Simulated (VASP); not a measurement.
# BaSi4 in VASP: notebook, part 2 of 2

VASP 6.6.1. The steps go on from the part before.

## (3) Single point, PBE

This run uses another cell than the first one, of 27.27 Å³/atom.

Contents of INCAR:

```
PREC     = Accurate       # precision mode
ENCUT    = 520            # plane-wave cutoff, eV
EDIFF    = 1E-7           # SCF threshold, eV
ISMEAR   = 0              # smearing method
SIGMA    = 0.1            # smearing width, eV
LREAL    = F              # projectors in reciprocal space
LASPH    = T              # aspherical terms in the spheres
NELM     = 80             # most SCF steps
ALGO     = Normal         # electronic algorithm
ISIF     = 2              # what is computed and relaxed
LWAVE    = F              # write WAVECAR
LCHARG   = F              # write CHGCAR
GGA      = PE             # functional
NBANDS   = 21             # bands
```

Contents of KPOINTS:

```
Automatic mesh
0
Gamma
  4 4 4
```

Contents of POSCAR:

```
BaSi4
1.0
    5.4553107176      0.0000000000      0.0000000000
    0.0000000000      5.4553107176      0.0000000000
    0.0000000000      0.0000000000      4.5807499574
Ba Si
1 4
Direct
    0.5000000000      0.5000000000      1.1347799009
    0.2987414891      0.0000000000      0.6347568998
    0.7012585109      0.0000000000      0.6347568998
    0.0000000000      0.2987414891      0.6347568998
    0.0000000000      0.7012585109      0.6347568998
```

Potentials or basis: VASP PAW PBE potentials, release 64 (Ba_sv, Si).

Command:

```
cat potpaw_PBE.64/Ba_sv/POTCAR potpaw_PBE.64/Si/POTCAR > POTCAR
mpirun -np 1 vasp_std > vasp.out
```

OUTCAR:

```text
PREC = Accurate
   ENCUT = 520
   EDIFF = 1E-7
   ISMEAR = 0
   LREAL = F
   LASPH = T
   NELM = 80
   ISIF = 2
   GGA = PE

 ion  position               nearest neighbor table
   1  0.500  0.500  0.135-   2 3.73   3 3.73   4 3.73   5 3.73   2 3.73   3 3.73   4 3.73   5 3.73
                             2 3.73   3 3.73   2 3.73   3 3.73   4 3.73   5 3.73   4 3.73   5 3.73
   2  0.299  0.000  0.635-   3 2.20   4 2.30   5 2.30   1 3.73   1 3.73   1 3.73   1 3.73
   3  0.701  0.000  0.635-   2 2.20   4 2.30   5 2.30   1 3.73   1 3.73   1 3.73   1 3.73
   4  0.000  0.299  0.635-   5 2.20   3 2.30   2 2.30   1 3.73   1 3.73   1 3.73   1 3.73
   5  0.000  0.701  0.635-   4 2.20   3 2.30   2 2.30   1 3.73   1 3.73   1 3.73   1 3.73

  LATTYP: Found a simple tetragonal cell.
 ALAT       =     5.4553107176
 C/A-ratio  =     0.8396863524

  Lattice vectors:

 A1 = (   5.4553107176,   0.0000000000,   0.0000000000)
 A2 = (   0.0000000000,   5.4553107176,   0.0000000000)
 A3 = (   0.0000000000,   0.0000000000,   4.5807499574)

Analysis of symmetry for initial positions (statically):
=====================================================================
 Subroutine PRICEL returns:
 Original cell was already a primitive cell.

 Routine SETGRP: Setting up the symmetry group for a
 simple tetragonal supercell.

 Subroutine GETGRP returns: Found  8 space group operations
 (whereof  8 operations were pure point group operations)
 out of a pool of 16 trial point group operations.

The static configuration has the point symmetry C_4v.

Analysis of symmetry for dynamics (positions and initial velocities):
=====================================================================
 Subroutine PRICEL returns:
 Original cell was already a primitive cell.

 Routine SETGRP: Setting up the symmetry group for a
 simple tetragonal supercell.

 Subroutine GETGRP returns: Found  8 space group operations
 (whereof  8 operations were pure point group operations)
 out of a pool of 16 trial point group operations.

The dynamic configuration has the point symmetry C_4v.

 Subroutine INISYM returns: Found  8 space group operations
 (whereof  8 operations are pure point group operations),
 and found     1 'primitive' translations

----------------------------------------------------------------------------------------

                                     Primitive cell

  volume of cell :     136.3250

  direct lattice vectors                    reciprocal lattice vectors
     5.455310718  0.000000000  0.000000000     0.183307616  0.000000000  0.000000000
     0.000000000  5.455310718  0.000000000     0.000000000  0.183307616  0.000000000
     0.000000000  0.000000000  4.580749957     0.000000000  0.000000000  0.218304865

  length of vectors
     5.455310718  5.455310718  4.580749957     0.183307616  0.183307616  0.218304865

  position of ions in fractional coordinates (direct lattice)
     0.500000000  0.500000000  0.134779901
     0.298741489  0.000000000  0.634756900
     0.701258511  0.000000000  0.634756900
     0.000000000  0.298741489  0.634756900
     0.000000000  0.701258511  0.634756900

  ion indices of the primitive-cell ions
   primitive index   ion index
                 1           1
                 2           2
[... 29 lines left out ...]

 Following reciprocal coordinates:
            Coordinates               Weight
  0.000000  0.000000  0.000000      1.000000
  0.250000  0.000000  0.000000      4.000000
  0.500000  0.000000  0.000000      2.000000
  0.250000  0.250000  0.000000      4.000000
  0.500000  0.250000  0.000000      4.000000
  0.500000  0.500000  0.000000      1.000000
[... 10 lines left out ...]
  0.500000  0.250000  0.500000      4.000000
  0.500000  0.500000  0.500000      1.000000
   k-points           NKPTS =     18   k-points in BZ     NKDIM =     18   number of bands    NBANDS=     21
   number of dos      NEDOS =    301   number of ions     NIONS =      5
   total plane-waves  NPLWV =  63504
   dimension x,y,z NGX =    42 NGY =   42 NGZ =   36
   dimension x,y,z NGXF=    84 NGYF=   84 NGZF=   72
   ions per type =               1   4
   NGX,Y,Z   is equivalent  to a cutoff of  12.80, 12.80, 13.07 a.u.
   NGXF,Y,Z  is equivalent  to a cutoff of  25.60, 25.60, 26.13 a.u.
 SYSTEM =  unknown system
   PREC   = accura    normal or accurate (medium, high low for compatibility)
   ISTART =      0    job   : 0-new  1-cont  2-samecut
   ICHARG =      2    charge: 1-file 2-atom 10-const
   ISPIN  =      1    spin polarized calculation?
   LNONCOLLINEAR =      F non collinear calculations
   LSORBIT =      F    spin-orbit coupling
   LASPH  =      T    aspherical Exc in radial PAW
   ENCUT  =  520.0 eV  38.22 Ry    6.18 a.u.  10.14 10.14  8.52*2*pi/ulx,y,z
   NELM   =     80;   NELMIN=  2; NELMDL= -5     # of ELM steps
   EDIFF  = 0.1E-06   stopping-criterion for ELM
   LREAL  =      F    real-space projection
   EDIFFG = 0.1E-05   stopping-criterion for IOM
   NSW    =      0    number of steps for IOM
   IBRION =     -1    ionic relax: 0-MD 1-quasi-New 2-CG
   NFREE  =      0    steps in history (QN), initial steepest desc. (CG)
   ISIF   =      2    stress and relaxation
   ISYM   =      2    0-nonsym 1-usesym 2-fastsym
   POTIM  = 0.5000    time-step for ionic-motion
   TEBEG  =    0.0;   TEEND  =   0.0 temperature during run
   PSTRESS=    0.0 pullay stress
   NELECT =      26.0000    total number of electrons
   NUPDOWN=      -1.0000    fix difference up-down
   EMIN   =  10.00;   EMAX   =-10.00  energy-range for DOS
   EFERMI =   0.00;   METHOD = LEGACY
   ISMEAR =     0;   SIGMA  =   0.10  broadening in eV -4-tet -1-fermi 0-gaus
   EFERMI_NEDOS =   21; number of points for ismear=-14 and -15
   IALGO  =     38    algorithm
   IMIX   =      4    mixing-type and parameters
     AMIX     =   0.40;   BMIX     =  1.00
     AMIX_MAG =   1.60;   BMIX_MAG =  1.00
  volume/ion in A,a.u.               =      27.27       183.99
  Fermi-wavevector in a.u.,A,eV,Ry     =   0.942340  1.780764 12.082026  0.888004
  Thomas-Fermi vector in A             =   2.069939
   LORBIT       =      0    0 simple, 1 ext, 2 COOP (PROOUT), +10 PAW based schemes
   GGA     = PE    functional components
   LHFCALC =     F    Hartree Fock is set to
   AEXX    =    0.0000 exact exchange contribution
   IVDW    =     0    specifies the selected vdW correction
   LEPSILON=     F    determine dielectric tensor
   LRPA    =     F    only Hartree local field effects (RPA)
 non-spin polarized calculation
 Gauss-broadening in eV      SIGMA  =   0.10
  energy-cutoff  :      520.00
  volume of cell :      136.33
 maximum number of plane-waves:      3704
 NGX is ok and might be reduce to    42
   NGX = 21   NGY = 21   NGZ = 17

 number of electron      25.9999999 magnetization

 Free energy of the ion-electron system (eV)
  ---------------------------------------------------
  ext. energy  EPLUGINS =         0.00000000
  ---------------------------------------------------
  free energy    TOTEN  =       -22.91851298 eV

  energy without entropy =      -22.91249730  energy(sigma->0) =      -22.91550514

 E-fermi :   4.5246     XC(G=0):  -8.7276

 val. band max:        4.4710078714   @ k =   0.2500   0.0000   0.5000
 cond. band min:       4.6151693526   @ k =   0.0000   0.0000   0.0000
 fundamental gap:      0.1441614813
 Fermi energy:         4.5246111504

 k-point     1 :       0.0000    0.0000    0.0000
  band No.  band energies     occupation
      1     -24.0985      2.00000
      2      -9.2988      2.00000
      3      -9.2988      2.00000
      4      -9.2563      2.00000
      5      -7.4192      2.00000
      6      -3.6753      2.00000
[... 421 lines left out ...]
     20       7.7454      0.00000
     21       8.6403      0.00000

------------------------ aborting loop because EDIFF is reached ----------------------------------------

  FORCE on cell =-STRESS in cart. coord.  units (eV):
  Direction    XX          YY          ZZ          XY          YZ          ZX
  --------------------------------------------------------------------------------------
  -------------------------------------------------------------------------------------
  Total        0.2138789      0.2138789      0.2123185      0.0000000     -0.0000000      0.0000000
  in kB        2.5136388      2.5136388      2.4953010      0.0000000     -0.0000000      0.0000000
  external PRESSURE =       2.5075262 kB  Pullay stress =       0.0000000 kB

 VOLUME and BASIS-vectors are now :
 -----------------------------------------------------------------------------
  energy-cutoff  :      520.00
  volume of cell :      136.33
      direct lattice vectors                 reciprocal lattice vectors
     5.455310718  0.000000000  0.000000000     0.183307616  0.000000000  0.000000000
     0.000000000  5.455310718  0.000000000     0.000000000  0.183307616  0.000000000
     0.000000000  0.000000000  4.580749957     0.000000000  0.000000000  0.218304865

 POSITION                                       TOTAL-FORCE (eV/Angst)
 -----------------------------------------------------------------------------------
      2.72766      2.72766      0.61739         0.000000      0.000000     -0.000281
      1.62973      0.00000      2.90766        -0.002609      0.000000      0.000070
      3.82558      0.00000      2.90766         0.002609      0.000000      0.000070
      0.00000      1.62973      2.90766        -0.000000     -0.002609      0.000070
      0.00000      3.82558      2.90766         0.000000      0.002609      0.000070
 -----------------------------------------------------------------------------------
    total drift:                                0.000000      0.000000      0.000110

  FREE ENERGIE OF THE ION-ELECTRON SYSTEM (eV)
  ---------------------------------------------------
  free  energy   TOTEN  =       -22.9185129774 eV

  energy  without entropy=      -22.9124972991  energy(sigma->0) =      -22.91550514
```

It took 24 s on 1 thread of Intel Xeon 6975P-C (Granite Rapids), shared host; peak memory 0.25 GiB.

What came out:

```yaml
Free_energy: -22.9185 eV
Pressure: 0.3 GPa
Band_gap_on_the_k_mesh: zero (bands 13 and 14 overlap by 0.74 eV)
```

Forces in eV/Å, atoms in the order of the input:
```
Ba   0.000  0.000  0.000
Si  -0.003  0.000  0.000
Si   0.003  0.000  0.000
Si   0.000 -0.003  0.000
Si   0.000  0.003  0.000
```

Caveat: spin-orbit coupling is left out, which moves the levels of the heavy elements.

## (4) Relaxation of cell and atoms, PBE

Contents of INCAR:

```
SYSTEM = BaSi4
ALGO = Normal
EDIFF = 1E-7
EDIFFG = -0.04
ENCUT = 600
GGA = PE
IBRION = 2
ISIF = 3
ISMEAR = 0
LASPH = .True.
LCHARG = .False.
LREAL = .False.
LWAVE = .False.
NELM = 80
NSW = 90
PREC = Accurate
SIGMA = 0.1
```

Contents of KPOINTS:

```
k-points
0
Gamma
  4 4 4
  0 0 0
```

Contents of POSCAR:

```
BaSi4
1.0
    4.2590913000      0.0000000000      0.0000000000
    0.0000000000      4.2590913000      0.0000000000
    0.0000000000      0.0000000000      3.7853080500
Ba Si
1 4
Direct
    0.5000000000      0.5000000000      0.7472310600
    0.1626461600      0.0000000000      0.7316441100
    0.8373538400      0.0000000000      0.7316441100
    0.0000000000      0.1626461600      0.7316441100
    0.0000000000      0.8373538400      0.7316441100
```

Command:

```
cat potpaw_PBE.64/Ba_sv/POTCAR potpaw_PBE.64/Si/POTCAR > POTCAR
mpirun -np 1 vasp_std > vasp.out
```

Wall time 9.1 min (1 thread of Intel Xeon 6975P-C (Granite Rapids), shared host); peak memory 0.22 GiB.

Results (log left out):

```
Free energy                           : -22.5745 eV
Relaxed volume                        : 21.69 Å³/atom
Relaxed cell                          : a = 5.747 Å, b = 5.747 Å, c = 3.283 Å, α = 90.00°, β = 90.00°, γ = 90.00°
Space group after relaxing (to 0.1 Å) : P4/mmm (No. 123)
Pressure after relaxing               : 0.0 GPa
Largest force after relaxing          : 0.036 eV/Å
Band gap on the k mesh                : zero (bands 13 and 14 overlap by 2.17 eV)
```

Forces on the atoms (eV/Å):
```
Ba   0.000  0.000  0.036
Si   0.020  0.000 -0.009
Si  -0.020  0.000 -0.009
Si   0.000  0.020 -0.009
Si   0.000 -0.020 -0.009
```

Final structure:
```
Ba Si
1.0
     5.74735    0.00000    0.00000
     0.00000    5.74735    0.00000
     0.00000    0.00000    3.28310
Ba Si
1 4
Direct
  0.50000 0.50000 0.13142
  0.29623 0.00000 0.63560
  0.70377 0.00000 0.63560
  0.00000 0.29623 0.63560
  0.00000 0.70377 0.63560
```

Levels at points of the mesh, in eV from the Fermi level:
```
           k point  band 11  band 12  band 13  band 14  band 15  band 16
(0.00, 0.00, 0.00)     0.01     0.01     0.04     0.91     3.40     3.70
(0.50, 0.00, 0.00)    -0.72    -0.56     0.95     1.06     2.00     2.39
(0.50, 0.50, 0.00)    -1.82    -0.64    -0.59     0.50     1.95     1.95
(0.00, 0.00, 0.50)    -2.60    -1.96    -1.04    -1.04    -0.96    -0.96
(0.50, 0.00, 0.50)    -3.86    -2.35    -1.52    -0.37     0.07     1.69
(0.50, 0.50, 0.50)    -3.19    -1.84    -1.84     0.38     1.20     1.20
```

Caveat: the k points lie up to 0.48 Å⁻¹ apart in the final cell, too coarse for converged energies and pressures of a metal; the volume moved by over 15 % at a fixed basis, so the end points are rough; spin-orbit coupling is left out, which moves the levels of the heavy elements.

The gap in the log of VASP goes by the Fermi energy; the results here count the filled bands.